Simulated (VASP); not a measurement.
# GaN (F-43m) in VASP: notebook

GaN is run at these levels: r2SCAN+D4, LDA; tasks: relaxation of cell and atoms, single point.

Everything below comes from runs of VASP 6.6.1. Logs are shortened: lines on timing, memory, paths and dates and some standing lists are left out, and cuts for length are marked.

### Step 1. The cell of the first run

The structure is cubic, space group F-43m (No. 216). Conventional cell: a = 4.507 Å, b = 4.507 Å, c = 4.507 Å, α = 90.00°, β = 90.00°, γ = 90.00°. Within 2.6 Å of Ga (site symmetry -43m) lie 4 N at 1.95 Å. Within 2.6 Å of N (site symmetry -43m) lie 4 Ga at 1.95 Å.

### Step 2. Relaxation of cell and atoms, r2SCAN+D4

File POSCAR:

```
GaN
1.0
    0.0000000000      2.2535006075      2.2535006075
    2.2535006075      0.0000000000      2.2535006075
    2.2535006075      2.2535006075      0.0000000000
Ga N
1 1
Direct
    0.0000000000      0.0000000000      0.0000000000
    0.2500000000      0.2500000000      0.2500000000
```

File INCAR.step1:

```
  ALGO = Normal
  EDIFF = 1E-4
  ENCUT = 600
  GGA = PE
  ISMEAR = -1
  LASPH = T
  LCHARG = F
  LREAL = F
  LWAVE = T
  NELM = 100
  PREC = Accurate
  SIGMA = 0.05
```

File INCAR.step2:

```
  ALGO = Normal
  EDIFF = 1E-6
  EDIFFG = -0.01
  ENCUT = 600
  IBRION = 2
  ISIF = 3
  ISMEAR = -1
  ISTART = 1
  IVDW = 13
  LASPH = T
  LCHARG = F
  LMIXTAU = T
  LREAL = F
  LWAVE = F
  METAGGA = R2SCAN
  NELM = 100
  NSW = 60
  PREC = Accurate
  SIGMA = 0.05
  VDW_A1 = 0.51559235
  VDW_A2 = 5.77342911
  VDW_S6 = 1.0
  VDW_S8 = 0.6018749
```

File KPOINTS:

```
k-points
0
Gamma
  10 10 10
```

Potentials or basis: VASP PAW PBE potentials, release 64 (Ga_d, N).

Launch:

```sh
$ cat potpaw_PBE.64/Ga_d/POTCAR potpaw_PBE.64/N/POTCAR > POTCAR
$ cp INCAR.step1 INCAR
$ mpirun -np 1 vasp_std > vasp.out
$ cp INCAR.step2 INCAR
$ mpirun -np 1 vasp_std > vasp.out
```

OUTCAR:

```text
EDIFF = 1E-6
   EDIFFG = -0.01
   ENCUT = 600
   IBRION = 2
   ISIF = 3
   ISMEAR = -1
   ISTART = 1
   IVDW = 13
   LASPH = T
   LREAL = F
   METAGGA = R2SCAN
   NELM = 100
   NSW = 60
   PREC = Accurate

 ion  position               nearest neighbor table
   1  0.000  0.000  0.000-   2 1.95   2 1.95   2 1.95   2 1.95
   2  0.250  0.250  0.250-   1 1.95   1 1.95   1 1.95   1 1.95

  LATTYP: Found a face centered cubic cell.
 ALAT       =     4.5070012150

  Lattice vectors:

 A1 = (   0.0000000000,   2.2535006075,   2.2535006075)
 A2 = (   2.2535006075,   0.0000000000,   2.2535006075)
 A3 = (   2.2535006075,   2.2535006075,   0.0000000000)

Analysis of symmetry for initial positions (statically):
=====================================================================
 Subroutine PRICEL returns:
 Original cell was already a primitive cell.

 Routine SETGRP: Setting up the symmetry group for a
 face centered cubic supercell.

 Subroutine GETGRP returns: Found 24 space group operations
 (whereof 24 operations were pure point group operations)
 out of a pool of 48 trial point group operations.

The static configuration has the point symmetry T_d .

Analysis of symmetry for dynamics (positions and initial velocities):
=====================================================================
 Subroutine PRICEL returns:
 Original cell was already a primitive cell.

 Routine SETGRP: Setting up the symmetry group for a
 face centered cubic supercell.

 Subroutine GETGRP returns: Found 24 space group operations
 (whereof 24 operations were pure point group operations)
 out of a pool of 48 trial point group operations.

The dynamic configuration has the point symmetry T_d .

 Subroutine INISYM returns: Found 24 space group operations
 (whereof 24 operations are pure point group operations),
 and found     1 'primitive' translations

----------------------------------------------------------------------------------------

                                     Primitive cell

  volume of cell :      22.8877

  direct lattice vectors                    reciprocal lattice vectors
     0.000000000  2.253500607  2.253500607    -0.221877020  0.221877020  0.221877020
     2.253500607  0.000000000  2.253500607     0.221877020 -0.221877020  0.221877020
     2.253500607  2.253500607  0.000000000     0.221877020  0.221877020 -0.221877020

  length of vectors
     3.186931122  3.186931122  3.186931122     0.384302272  0.384302272  0.384302272

  position of ions in fractional coordinates (direct lattice)
     0.000000000  0.000000000  0.000000000
     0.250000000  0.250000000  0.250000000

  ion indices of the primitive-cell ions
   primitive index   ion index
                 1           1
                 2           2

----------------------------------------------------------------------------------------

 KPOINTS: k-points

Automatic generation of k-mesh.
 Grid dimensions read from file:
 generate k-points for:   10   10   10

 Generating k-lattice:

  Cartesian coordinates                     Fractional coordinates (reciprocal lattice)
    -0.022187702  0.022187702  0.022187702     0.100000000  0.000000000  0.000000000
     0.022187702 -0.022187702  0.022187702     0.000000000  0.100000000  0.000000000
     0.022187702  0.022187702 -0.022187702     0.000000000  0.000000000  0.100000000

  Length of vectors
     0.038430227  0.038430227  0.038430227

  Shift w.r.t. Gamma in fractional coordinates (k-lattice)
     0.000000000  0.000000000  0.000000000

 Subroutine IBZKPT returns following result:
 ===========================================

 Found     47 irreducible k-points:

 Following reciprocal coordinates:
            Coordinates               Weight
  0.000000  0.000000  0.000000      1.000000
  0.100000  0.000000  0.000000      8.000000
  0.200000  0.000000  0.000000      8.000000
  0.300000  0.000000  0.000000      8.000000
  0.400000  0.000000  0.000000      8.000000
  0.500000  0.000000  0.000000      4.000000
[... 16 lines left out ...]
  0.300000  0.300000  0.000000      6.000000
  0.400000  0.300000  0.000000     24.000000
 [... further k-points ...]
   k-points           NKPTS =     47   k-points in BZ     NKDIM =     47   number of bands    NBANDS=     13
   number of dos      NEDOS =    301   number of ions     NIONS =      2
   total plane-waves  NPLWV =  21952
   dimension x,y,z NGX =    28 NGY =   28 NGZ =   28
   dimension x,y,z NGXF=    56 NGYF=   56 NGZF=   56
   ions per type =               1   1
   NGX,Y,Z   is equivalent  to a cutoff of  14.61, 14.61, 14.61 a.u.
   NGXF,Y,Z  is equivalent  to a cutoff of  29.21, 29.21, 29.21 a.u.
 SYSTEM =  unknown system
   PREC   = accura    normal or accurate (medium, high low for compatibility)
   ISTART =      1    job   : 0-new  1-cont  2-samecut
   ICHARG =      0    charge: 1-file 2-atom 10-const
   ISPIN  =      1    spin polarized calculation?
   LNONCOLLINEAR =      F non collinear calculations
   LSORBIT =      F    spin-orbit coupling
   LASPH  =      T    aspherical Exc in radial PAW
   ENCUT  =  600.0 eV  44.10 Ry    6.64 a.u.   6.37  6.37  6.37*2*pi/ulx,y,z
   NELM   =    100;   NELMIN=  2; NELMDL=  0     # of ELM steps
   EDIFF  = 0.1E-05   stopping-criterion for ELM
   LREAL  =      F    real-space projection
   EDIFFG = -.1E-01   stopping-criterion for IOM
   NSW    =     60    number of steps for IOM
   IBRION =      2    ionic relax: 0-MD 1-quasi-New 2-CG
   NFREE  =      1    steps in history (QN), initial steepest desc. (CG)
   ISIF   =      3    stress and relaxation
   ISYM   =      2    0-nonsym 1-usesym 2-fastsym
   POTIM  = 0.5000    time-step for ionic-motion
   TEBEG  =    0.0;   TEEND  =   0.0 temperature during run
   PSTRESS=    0.0 pullay stress
   NELECT =      18.0000    total number of electrons
   NUPDOWN=      -1.0000    fix difference up-down
   EMIN   =  10.00;   EMAX   =-10.00  energy-range for DOS
   EFERMI =   0.00;   METHOD = LEGACY
   ISMEAR =    -1;   SIGMA  =   0.05  broadening in eV -4-tet -1-fermi 0-gaus
   EFERMI_NEDOS =   21; number of points for ismear=-14 and -15
   IALGO  =     38    algorithm
   IMIX   =      4    mixing-type and parameters
     AMIX     =   0.40;   BMIX     =  1.00
     AMIX_MAG =   1.60;   BMIX_MAG =  1.00
  volume/ion in A,a.u.               =      11.44        77.23
  Fermi-wavevector in a.u.,A,eV,Ry     =   1.511117  2.855596 31.068543  2.283473
  Thomas-Fermi vector in A             =   2.621216
   LORBIT       =      0    0 simple, 1 ext, 2 COOP (PROOUT), +10 PAW based schemes
   METAGGA = R2SCAN    functional components
   LHFCALC =     F    Hartree Fock is set to
   AEXX    =    0.0000 exact exchange contribution
   IVDW    =    13    specifies the selected vdW correction
   LEPSILON=     F    determine dielectric tensor
   LRPA    =     F    only Hartree local field effects (RPA)
 conjugate gradient relaxation of ions
 non-spin polarized calculation
  energy-cutoff  :      600.00
  volume of cell :       22.89
 maximum number of plane-waves:       785
 NGX is ok and might be reduce to    28
   NGX = 13   NGY = 13   NGZ = 13

--------------------------------------- Ionic step        1  -------------------------------------------

 number of electron      18.0000005 magnetization

 Free energy of the ion-electron system (eV)
  ---------------------------------------------------
  ext. energy  EPLUGINS =         0.00000000
  ---------------------------------------------------
  free energy    TOTEN  =       -21.89819906 eV

  energy without entropy =      -21.89819906  energy(sigma->0) =      -21.89819906

------------------------ aborting loop because EDIFF is reached ----------------------------------------

  DFT-D4 for vdW energy calculation

  Edisp (eV):   -0.29074

  FORCE on cell =-STRESS in cart. coord.  units (eV):
  Direction    XX          YY          ZZ          XY          YZ          ZX
  --------------------------------------------------------------------------------------
  -------------------------------------------------------------------------------------
  Total      -0.27847    -0.27847    -0.27847    -0.00000     0.00000    -0.00000
  in kB     -19.49356   -19.49356   -19.49356    -0.00000     0.00000    -0.00000
  external pressure =      -19.49 kB  Pullay stress =        0.00 kB
[... 101 lines left out ...]
  energy  without entropy=      -22.1904401530  energy(sigma->0) =      -22.19044015

--------------------------------------- Ionic step        4  -------------------------------------------

 number of electron      18.0000004 magnetization

 Free energy of the ion-electron system (eV)
  ---------------------------------------------------
  ext. energy  EPLUGINS =         0.00000000
  ---------------------------------------------------
  free energy    TOTEN  =       -21.89685586 eV

  energy without entropy =      -21.89685586  energy(sigma->0) =      -21.89685586

 E-fermi :   6.1151     XC(G=0): -12.6944

 val. band max:        5.1268514072   @ k =   0.0000   0.0000   0.0000
 cond. band min:       7.3134816088   @ k =   0.0000   0.0000   0.0000
 fundamental gap:      2.1866302016
 Fermi energy:         6.1150906189

 k-point     1 :       0.0000    0.0000    0.0000
  band No.  band energies     occupation
      1     -11.6916      2.00000
      2      -8.7132      2.00000
      3      -8.7131      2.00000
      4      -8.7131      2.00000
      5      -8.3514      2.00000
      6      -8.3514      2.00000
      7       5.1268      2.00000
      8       5.1268      2.00000
      9       5.1269      2.00000
     10       7.3135      0.00000
     11      16.1973      0.00000
     12      16.1973      0.00000
     13      16.1973      0.00000
[... 353 lines left out ...]
 k-point    24 :       0.4000    0.3000    0.0000
  band No.  band energies     occupation
      1     -10.6154      2.00000
      2      -8.5570      2.00000
      3      -8.4708      2.00000
      4      -8.4676      2.00000
      5      -8.2879      2.00000
      6      -7.5363      2.00000
      7      -0.0201      2.00000
      8       2.5633      2.00000
      9       2.8857      2.00000
     10      10.0644      0.00000
     11      12.9649      0.00000
     12      16.7249      0.00000
     13      18.9523      0.00000

 [... further k-points ...]

------------------------ aborting loop because EDIFF is reached ----------------------------------------

  DFT-D4 for vdW energy calculation

  Edisp (eV):   -0.29359

  FORCE on cell =-STRESS in cart. coord.  units (eV):
  Direction    XX          YY          ZZ          XY          YZ          ZX
  --------------------------------------------------------------------------------------
  -------------------------------------------------------------------------------------
  Total      -0.00627    -0.00627    -0.00627    -0.00000    -0.00000    -0.00000
  in kB      -0.44342    -0.44342    -0.44342    -0.00000    -0.00000    -0.00000
  external pressure =       -0.44 kB  Pullay stress =        0.00 kB
[... 17 lines left out ...]
  FREE ENERGIE OF THE ION-ELECTRON SYSTEM (eV)
  ---------------------------------------------------
  free  energy   TOTEN  =       -22.1904440298 eV

  energy  without entropy=      -22.1904440298  energy(sigma->0) =      -22.19044403

 reached required accuracy - stopping structural energy minimisation
```

Run time: 1.9 min. Hardware: 1 thread of Intel Xeon 6975P-C (Granite Rapids), shared host; peak memory 0.18 GiB.

What came out:

| Property | Result |
| --- | --- |
| Free energy | -22.1904 eV |
| Relaxed volume | 11.33 Å³/atom |
| Relaxed cell | a = 3.176 Å, b = 3.176 Å, c = 3.176 Å, α = 60.00°, β = 60.00°, γ = 60.00° |
| Space group after relaxing (to 0.05 Å) | F-43m (No. 216) |
| Energy gained by relaxing | 0.8 meV/atom |
| Ionic steps | 4 |
| Pressure after relaxing | 0.0 GPa |
| Band gap on the k mesh | 2.19 eV, direct |
| Dispersion energy per atom | -0.147 eV |

The path:
| step | energy change (eV) | largest force (eV/Å) | pressure (GPa) | volume (Å³) |
| --- | --- | --- | --- | --- |
| 1 | 0.0000 | 0.0000 | -1.95 | 22.89 |
| 2 | -0.0001 | 0.0000 | 2.45 | 22.43 |
| 3 | -0.0015 | 0.0000 | 0.16 | 22.64 |
| 4 | -0.0015 | 0.0000 | -0.04 | 22.66 |

Final structure:
```
Ga N
1.0
     0.00000    2.24591    2.24591
     2.24591    0.00000    2.24591
     2.24591    2.24591    0.00000
Ga N
1 1
Direct
  0.00000 0.00000 0.00000
  0.25000 0.25000 0.25000
```

Caveat: the PAW data sets were made with another functional, which shifts forces and pressure a little. r2SCAN opens gaps a little over a GGA but as a rule still falls short of measured ones.

### Step 3. Single point, LDA, non-collinear spin, zero start, spin-orbit coupling

This run uses another cell than the first one, of 11.21 Å³/atom, 0.980 times its volume.

File INCAR:

```
  PREC = Accurate
  ENCUT = 520
  EDIFF = 1E-7
  ISMEAR = -1
  SIGMA = 0.05
  LREAL = False
  LASPH = True
  NELM = 150
  ALGO = Normal
  ISIF = 2
  LWAVE = False
  LCHARG = True
  MAGMOM = 0 0 0 0 0 0
  LORBIT = 11
  LSORBIT = True
  GGA_COMPAT = False
  LORBMOM = True
  LVHAR = True
  NBANDS = 30
```

File KPOINTS:

```
Automatic mesh
0
Gamma
  10 10 10
```

File POSCAR:

```
GaN
1.0
    0.0000000000      2.2383759866      2.2383759866
    2.2383759866      0.0000000000      2.2383759866
    2.2383759866      2.2383759866      0.0000000000
Ga N
1 1
Direct
    0.0000000000      0.0000000000      0.0000000000
    0.2500000000      0.2500000000      0.2500000000
```

Potentials or basis: VASP PAW LDA potentials, release 64 (Ga_d, N).

Launch:

```sh
$ cat potpaw_LDA.64/Ga_d/POTCAR potpaw_LDA.64/N/POTCAR > POTCAR
$ mpirun -np 1 vasp_ncl > vasp.out
```

Wall time 47 s (1 thread of Intel Xeon 6975P-C (Granite Rapids), shared host); peak memory 0.21 GiB.

It converged, with:

| Property | Result |
| --- | --- |
| Free energy | -13.9490 eV |
| Pressure | -1.8 GPa |
| Net moment | 0.00 μB per cell |
| Valence electrons inside the program's atomic spheres | Ga 11.93; N 3.71 |

Moments on the atoms (μB; x, y, z):
```
Ga  0.00 0.00 0.00
N   0.00 0.00 0.00
```
